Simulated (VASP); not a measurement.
Set up this calculation in VASP 6.6.1, as the native input.

```
Task                   : single point
Functional             : PBEsol
Potentials or basis    : VASP PAW PBE potentials, release 64 (Ni, Fe)
Cutoff                 : 520 eV
k mesh                 : 8 × 8 × 8
Occupations            : fermi-dirac, width 0.05 eV
Spin                   : collinear spin, ferromagnetic start
Starting moments       : [1.0, 1.0, 1.0, 3.0] μB
Dipole correction      : no
Further INCAR settings : ALGO = Normal; EDIFF = 1e-06; NBANDS = 31
```

The structure of FeNi3 (Awaruite) lies in POSCAR:

```
FeNi3
1.0
    3.5450000000      0.0000000000      0.0000000000
    0.0000000000      3.5450000000      0.0000000000
    0.0000000000      0.0000000000      3.5450000000
Ni Fe
3 1
Direct
    0.5000000000      0.5000000000      0.0000000000
    0.5000000000      0.0000000000      0.5000000000
    0.0000000000      0.5000000000      0.5000000000
    0.0000000000      0.0000000000      0.0000000000
```

These files were run (other wordings do the same):

INCAR

```
SYSTEM = FeNi3
ALGO = Normal
EDIFF = 1E-6
ENCUT = 520
GGA = PS
ISIF = 2
ISMEAR = -1
ISPIN = 2
LASPH = .True.
LCHARG = .True.
LELF = .True.
LMAXMIX = 4
LORBIT = 11
LREAL = .False.
LVHAR = .True.
LWAVE = .False.
MAGMOM = 1 1 1 3
NBANDS = 31
NELM = 150
PREC = Accurate
SIGMA = 0.05
```

KPOINTS

```
k-points
0
Gamma
  8 8 8
  0 0 0
```

Potentials or basis: VASP PAW PBE potentials, release 64 (Ni, Fe).

Run with:

```bash
$ cat potpaw_PBE.64/Ni/POTCAR potpaw_PBE.64/Fe/POTCAR > POTCAR
$ mpirun -np 1 vasp_std > vasp.out
```

It gave:

```yaml
Pressure: -9.4 GPa
Net_moment: 4.80 μB per cell
Site_moments: Ni +0.64; Fe +2.90 μB
Valence_electrons_inside_the_program's_atomic_spheres: Ni 9.34; Fe 7.09
```

Caveat: the PAW data sets were made with another functional, which shifts forces and pressure a little.

Run time: 2.7 min on 1 thread of Oxide Virtual Turin-like Processor (shared host), peak memory 0.18 GiB.
